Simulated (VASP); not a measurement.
A run of VASP 6.6.1:

INCAR

```
ALGO = Normal
EDIFF = 1E-6
ENCUT = 520
GGA = PE
ISIF = 2
ISMEAR = 0
LASPH = True
LCHARG = False
LREAL = Auto
LWAVE = False
NBANDS = 56
NELM = 100
PREC = Accurate
SIGMA = 0.02
```

File KPOINTS:

```
k-points
0
Gamma
  2 2 1
```

POSCAR

```
PdC18
1.0
    7.3980000000      0.0000000000      0.0000000000
   -3.6990000000      6.4068560000      0.0000000000
    0.0000000000      0.0000000000     13.0000000000
C Pd
18 1
Direct
    0.0011064280      0.0053712773      0.0771294615
    0.2212404031      0.1133932150      0.0749472308
    0.0004158890      0.3372037705      0.0727301538
    0.2214608170      0.4470240942      0.0744310000
    0.0014591264      0.6699977337      0.0789816154
    0.2212840347      0.7801082153      0.0762015385
    0.3335286537      0.0036745012      0.0755934615
    0.5546763732      0.1135895672      0.0737063077
    0.3333451633      0.3368249575      0.0741753077
    0.5532894837      0.4443594487      0.0763751538
    0.3329305829      0.6702607332      0.0759184615
    0.5531884236      0.7809429461      0.0795110000
    0.6673051100      0.0046556376      0.0746990769
    0.8881990620      0.1140412708      0.0728609231
    0.6669070106      0.3366172113      0.0735056154
    0.8880714532      0.4466679132      0.0745025385
    0.6649522994      0.6687869994      0.0842507692
    0.8897915162      0.7813034974      0.0854950000
    0.7382179669      0.7268338792      0.2422931538
```

Potentials or basis: VASP PAW PBE potentials, release 64 (C, Pd).

Launch:

```bash
$ cat potpaw_PBE.64/C/POTCAR potpaw_PBE.64/Pd/POTCAR > POTCAR
$ mpirun -np 1 vasp_std > vasp.out
```

Hardware: 1 thread of AMD EPYC 7R43 64-Core Processor (Zen 3) (shared host).

Estimate the wall time of this run.

Run time: 4.4 min on 1 thread of AMD EPYC 7R43 64-Core Processor (Zen 3) (shared host), peak memory 0.58 GiB. Counts: scf iterations 26, k points 4.
